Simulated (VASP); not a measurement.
# Bi2Te3 in VASP: single point with PBE+D3(BJ)

Aim: the single point of Bi2Te3 with PBE+D3(BJ).

Everything below comes from runs of VASP 6.6.1. Logs are shortened: lines on timing, memory, paths and dates and some standing lists are left out, and cuts for length are marked.

## (1) The cell of the first run

The cell holds a slab with vacuum, 10 atoms: a = 4.350 Å, b = 4.350 Å, c = 62.898 Å, α = 90.00°, β = 90.00°, γ = 120.00°.

## (2) Single point, PBE+D3(BJ)

The input, INCAR:

```
SYSTEM = Bi2Te3
PREC = Accurate ; ENCUT = 520
EDIFF = 1E-6 ; ISMEAR = 0
SIGMA = 0.02 ; LREAL = .False.
LASPH = .True. ; NELM = 60
ALGO = Normal ; ISIF = 2
LWAVE = .False. ; LCHARG = .False.
LDIPOL = .True. ; IDIPOL = 3
DIPOL = 0.5 0.5 0.500 ; GGA = PE
IVDW = 12 ; NBANDS = 59
KPAR = 2
```

The input, KPOINTS:

```
regular mesh
0
Gamma
  6 6 1
  0 0 0
```

The input, POSCAR:

```
Bi2Te3
1.0
    4.3497383004      0.0000000000      0.0000000000
   -2.1748691502      3.7669838679      0.0000000000
    0.0000000000      0.0000000000     62.8978156146
Te Bi
6 4
Direct
    0.0000000000      0.0000000000      0.3573411928
    0.6666666667      0.3333333333      0.4175788168
    0.3333333333      0.6666666667      0.4778278211
    0.6666666667      0.3333333333      0.5221505404
    0.0000000000      0.0000000000      0.5823929473
    0.3333333333      0.6666666667      0.6426479442
    0.3333333333      0.6666666667      0.3850399626
    0.0000000000      0.0000000000      0.4499843786
    0.3333333333      0.6666666667      0.5500678097
    0.6666666667      0.3333333333      0.6149685863
```

Potentials or basis: VASP PAW PBE potentials, release 64 (Te, Bi_d).

Run with:

```
cat potpaw_PBE.64/Te/POTCAR potpaw_PBE.64/Bi_d/POTCAR > POTCAR
mpirun -np 2 vasp_std > vasp.out
```

OUTCAR:

```text
SYSTEM = Bi2Te3
   PREC = Accurate
   ENCUT = 520
   EDIFF = 1E-6
   ISMEAR = 0
   LREAL = .False.
   LASPH = .True.
   NELM = 60
   ISIF = 2
   GGA = PE
   IVDW = 12
 IVDW          = 12

 ion  position               nearest neighbor table
   1  0.000  0.000  0.357-   7 3.06   7 3.06   7 3.06
   2  0.667  0.333  0.418-   8 3.23   8 3.23   8 3.23   7 3.24   7 3.24   7 3.24
   3  0.333  0.667  0.478-   8 3.06   8 3.06   8 3.06
   4  0.667  0.333  0.522-   9 3.06   9 3.06   9 3.06
   5  0.000  0.000  0.582-   9 3.23   9 3.23   9 3.23  10 3.24  10 3.24  10 3.24
   6  0.333  0.667  0.643-  10 3.06  10 3.06  10 3.06
   7  0.333  0.667  0.385-   1 3.06   1 3.06   1 3.06   2 3.24   2 3.24   2 3.24
   8  0.000  0.000  0.450-   3 3.06   3 3.06   3 3.06   2 3.23   2 3.23   2 3.23
   9  0.333  0.667  0.550-   4 3.06   4 3.06   4 3.06   5 3.23   5 3.23   5 3.23
  10  0.667  0.333  0.615-   6 3.06   6 3.06   6 3.06   5 3.24   5 3.24   5 3.24

  LATTYP: Found a hexagonal cell.
 ALAT       =     4.3497383004
 C/A-ratio  =    14.4601378912

  Lattice vectors:

 A1 = (   4.3497383004,   0.0000000000,   0.0000000000)
 A2 = (  -2.1748691502,   3.7669838679,   0.0000000000)
 A3 = (   0.0000000000,   0.0000000000,  62.8978156146)

Analysis of symmetry for initial positions (statically):
=====================================================================
 Subroutine PRICEL returns:
 Original cell was already a primitive cell.

 Routine SETGRP: Setting up the symmetry group for a
 hexagonal supercell.

 Subroutine GETGRP returns: Found  6 space group operations
 (whereof  6 operations were pure point group operations)
 out of a pool of 24 trial point group operations.

The static configuration has the point symmetry C_3v.

Analysis of symmetry for dynamics (positions and initial velocities):
=====================================================================
 Subroutine PRICEL returns:
 Original cell was already a primitive cell.

 Routine SETGRP: Setting up the symmetry group for a
 hexagonal supercell.

 Subroutine GETGRP returns: Found  6 space group operations
 (whereof  6 operations were pure point group operations)
 out of a pool of 24 trial point group operations.

The dynamic configuration has the point symmetry C_3v.

 Subroutine INISYM returns: Found  6 space group operations
 (whereof  6 operations are pure point group operations),
 and found     1 'primitive' translations

----------------------------------------------------------------------------------------

                                     Primitive cell

  volume of cell :    1030.6055

  direct lattice vectors                    reciprocal lattice vectors
     4.349738300  0.000000000  0.000000000     0.229898888  0.132732185  0.000000000
    -2.174869150  3.766983868  0.000000000     0.000000000  0.265464370  0.000000000
     0.000000000  0.000000000 62.897815615     0.000000000  0.000000000  0.015898803

  length of vectors
     4.349738300  4.349738300 62.897815615     0.265464370  0.265464370  0.015898803

  position of ions in fractional coordinates (direct lattice)
     0.000000000  0.000000000  0.357341193
     0.666666667  0.333333333  0.417578817
     0.333333333  0.666666667  0.477827821
     0.666666667  0.333333333  0.522150540
     0.000000000  0.000000000  0.582392947
     0.333333333  0.666666667  0.642647944
     0.333333333  0.666666667  0.385039963
     0.000000000  0.000000000  0.449984379
     0.333333333  0.666666667  0.550067810
     0.666666667  0.333333333  0.614968586

  ion indices of the primitive-cell ions
   primitive index   ion index
                 1           1
                 2           2
                 3           3
                 4           4
                 5           5
                 6           6
                 7           7
                 8           8
                 9           9
                10          10

----------------------------------------------------------------------------------------

 KPOINTS: regular mesh

Automatic generation of k-mesh.
 Grid dimensions read from file:
 generate k-points for:    6    6    1

 Generating k-lattice:

  Cartesian coordinates                     Fractional coordinates (reciprocal lattice)
     0.038316481  0.022122031  0.000000000     0.166666667 -0.000000000  0.000000000
     0.000000000  0.044244062  0.000000000     0.000000000  0.166666667  0.000000000
     0.000000000  0.000000000  0.015898803     0.000000000  0.000000000  1.000000000

  Length of vectors
     0.044244062  0.044244062  0.015898803

  Shift w.r.t. Gamma in fractional coordinates (k-lattice)
     0.000000000  0.000000000  0.000000000

 Subroutine IBZKPT returns following result:
 ===========================================

 Found      7 irreducible k-points:

 Following reciprocal coordinates:
            Coordinates               Weight
  0.000000  0.000000  0.000000      1.000000
  0.166667  0.000000  0.000000      6.000000
  0.333333  0.000000  0.000000      6.000000
  0.500000  0.000000  0.000000      3.000000
  0.166667  0.166667  0.000000      6.000000
  0.333333  0.166667  0.000000     12.000000
  0.333333  0.333333  0.000000      2.000000
   k-points           NKPTS =      7   k-points in BZ     NKDIM =      7   number of bands    NBANDS=     59
   number of dos      NEDOS =    301   number of ions     NIONS =     10
   total plane-waves  NPLWV = 491520
   dimension x,y,z NGX =    32 NGY =   32 NGZ =  480
   dimension x,y,z NGXF=    64 NGYF=   64 NGZF=  960
   ions per type =               6   4
   NGX,Y,Z   is equivalent  to a cutoff of  12.23, 12.23, 12.69 a.u.
   NGXF,Y,Z  is equivalent  to a cutoff of  24.46, 24.46, 25.37 a.u.
 SYSTEM =  Bi2Te3
   PREC   = accura    normal or accurate (medium, high low for compatibility)
   ISTART =      0    job   : 0-new  1-cont  2-samecut
   ICHARG =      2    charge: 1-file 2-atom 10-const
   ISPIN  =      1    spin polarized calculation?
   LNONCOLLINEAR =      F non collinear calculations
   LSORBIT =      F    spin-orbit coupling
   LASPH  =      T    aspherical Exc in radial PAW
   ENCUT  =  520.0 eV  38.22 Ry    6.18 a.u.   8.09  8.09116.95*2*pi/ulx,y,z
   NELM   =     60;   NELMIN=  2; NELMDL= -5     # of ELM steps
   EDIFF  = 0.1E-05   stopping-criterion for ELM
   LREAL  =      F    real-space projection
   EDIFFG = 0.1E-04   stopping-criterion for IOM
   NSW    =      0    number of steps for IOM
   IBRION =     -1    ionic relax: 0-MD 1-quasi-New 2-CG
   NFREE  =      0    steps in history (QN), initial steepest desc. (CG)
   ISIF   =      2    stress and relaxation
   ISYM   =      2    0-nonsym 1-usesym 2-fastsym
   POTIM  = 0.5000    time-step for ionic-motion
   TEBEG  =    0.0;   TEEND  =   0.0 temperature during run
   PSTRESS=    0.0 pullay stress
   NELECT =      96.0000    total number of electrons
   NUPDOWN=      -1.0000    fix difference up-down
   EMIN   =  10.00;   EMAX   =-10.00  energy-range for DOS
   EFERMI =   0.00;   METHOD = LEGACY
   ISMEAR =     0;   SIGMA  =   0.02  broadening in eV -4-tet -1-fermi 0-gaus
   EFERMI_NEDOS =   21; number of points for ismear=-14 and -15
   IALGO  =     38    algorithm
   IMIX   =      4    mixing-type and parameters
     AMIX     =   0.40;   BMIX     =  1.00
     AMIX_MAG =   1.60;   BMIX_MAG =  1.00
  volume/ion in A,a.u.               =     103.06       695.49
  Fermi-wavevector in a.u.,A,eV,Ry     =   0.742109  1.402383  7.493081  0.550726
  Thomas-Fermi vector in A             =   1.836910
   LORBIT       =      0    0 simple, 1 ext, 2 COOP (PROOUT), +10 PAW based schemes
   GGA     = PE    functional components
   LHFCALC =     F    Hartree Fock is set to
   AEXX    =    0.0000 exact exchange contribution
   IVDW    =    12    specifies the selected vdW correction
   LEPSILON=     F    determine dielectric tensor
   LRPA    =     F    only Hartree local field effects (RPA)
 non-spin polarized calculation
 Gauss-broadening in eV      SIGMA  =   0.02
  energy-cutoff  :      520.00
  volume of cell :     1030.61
 maximum number of plane-waves:     27822
   NGX = 17   NGY = 17   NGZ =233

 dipolmoment           0.000000      0.000000      0.001015 electrons x Angstroem

 number of electron      95.9999993 magnetization

 dipolmoment           0.000000      0.000000     -0.006054 electrons x Angstroem

 Free energy of the ion-electron system (eV)
  ---------------------------------------------------
  ext. energy  EPLUGINS =         0.00000000
  ---------------------------------------------------
  free energy    TOTEN  =       -36.62172907 eV

  energy without entropy =      -36.62172907  energy(sigma->0) =      -36.62172907

 E-fermi :  -1.2818     XC(G=0):  -3.3289

 val. band max:       -1.4320106356   @ k =   0.0000   0.0000   0.0000
 cond. band min:      -0.7487096300   @ k =   0.0000   0.0000   0.0000
 fundamental gap:      0.6833010056
 Fermi energy:        -1.2817748128

 k-point     1 :       0.0000    0.0000    0.0000
  band No.  band energies     occupation
      1     -24.4681      2.00000
      2     -24.4681      2.00000
      3     -24.4564      2.00000
      4     -24.4532      2.00000
      5     -24.4532      2.00000
      6     -24.4403      2.00000
[... 51 lines left out ...]
     58       0.7350      0.00000
     59       0.8220      0.00000

 k-point     2 :       0.1667    0.0000    0.0000
  band No.  band energies     occupation
      1     -24.4699      2.00000
      2     -24.4649      2.00000
      3     -24.4554      2.00000
      4     -24.4539      2.00000
      5     -24.4531      2.00000
      6     -24.4426      2.00000
[... 299 lines left out ...]
     58       2.4434      0.00000
     59       2.6372      0.00000

 k-point     7 :       0.3333    0.3333    0.0000
  band No.  band energies     occupation
      1     -24.4702      2.00000
      2     -24.4661      2.00000
      3     -24.4537      2.00000
      4     -24.4536      2.00000
      5     -24.4478      2.00000
      6     -24.4442      2.00000
[... 51 lines left out ...]
     58       2.8263      0.00000
     59       2.8504      0.00000

------------------------ aborting loop because EDIFF is reached ----------------------------------------

 vacuum level on the upper side and lower side of the slab       (xc-potential included)        -0.038         0.028

 Edisp (eV)   -4.00713

 E8    (eV) :    -1.9358

  FORCE on cell =-STRESS in cart. coord.  units (eV):
  Direction    XX          YY          ZZ          XY          YZ          ZX
  --------------------------------------------------------------------------------------
  -------------------------------------------------------------------------------------
  Total       0.07082     0.07082     0.00948    -0.00000     0.00000     0.00000
  in kB       0.11010     0.11010     0.01475    -0.00000     0.00000     0.00000
  external pressure =        0.08 kB  Pullay stress =        0.00 kB

 VOLUME and BASIS-vectors are now :
 -----------------------------------------------------------------------------
  energy-cutoff  :      520.00
  volume of cell :     1030.61
      direct lattice vectors                 reciprocal lattice vectors
     4.349738300  0.000000000  0.000000000     0.229898888  0.132732185  0.000000000
    -2.174869150  3.766983868  0.000000000     0.000000000  0.265464370  0.000000000
     0.000000000  0.000000000 62.897815615     0.000000000  0.000000000  0.015898803

 POSITION                                       TOTAL-FORCE (eV/Angst)
 -----------------------------------------------------------------------------------
      0.00000      0.00000     22.47598         0.000000     -0.000000     -0.010770
      2.17487      1.25566     26.26480        -0.000000     -0.000000      0.000414
     -0.00000      2.51132     30.05433        -0.000000     -0.000000      0.019871
      2.17487      1.25566     32.84213         0.000000     -0.000000     -0.019669
      0.00000      0.00000     36.63124         0.000000     -0.000000     -0.000329
     -0.00000      2.51132     40.42115         0.000000     -0.000000      0.011852
     -0.00000      2.51132     24.21817        -0.000000      0.000000      0.007105
      0.00000      0.00000     28.30303         0.000000     -0.000000     -0.008415
     -0.00000      2.51132     34.59806         0.000000     -0.000000      0.006221
      2.17487      1.25566     38.68018         0.000000      0.000000     -0.006279
 -----------------------------------------------------------------------------------
    total drift:                                0.000000     -0.000000     -0.002939

  FREE ENERGIE OF THE ION-ELECTRON SYSTEM (eV)
  ---------------------------------------------------
  free  energy   TOTEN  =       -40.6288626021 eV

  energy  without entropy=      -40.6288626021  energy(sigma->0) =      -40.62886260

 vacuum level on the upper side and lower side of the slab         3.580         3.646
```

Run time: 5.7 min. Hardware: 2 MPI ranks of AMD EPYC 7R43 (Zen 3), shared host; peak memory 1.1 GiB.

What came out:

```yaml
Free_energy: -40.6289 eV
Largest_force: 0.020 eV/Å
Band_gap_on_the_k_mesh: 0.68 eV
Dispersion_energy_per_atom: -0.401 eV
```

Forces on the atoms (eV/Å):
```
Te   0.000  0.000 -0.011
Te   0.000  0.000  0.000
Te   0.000  0.000  0.020
Te   0.000  0.000 -0.020
Te   0.000  0.000  0.000
Te   0.000  0.000  0.012
Bi   0.000  0.000  0.007
Bi   0.000  0.000 -0.008
Bi   0.000  0.000  0.006
Bi   0.000  0.000 -0.006
```

Caveat: spin-orbit coupling is left out, which moves the levels of the heavy elements.
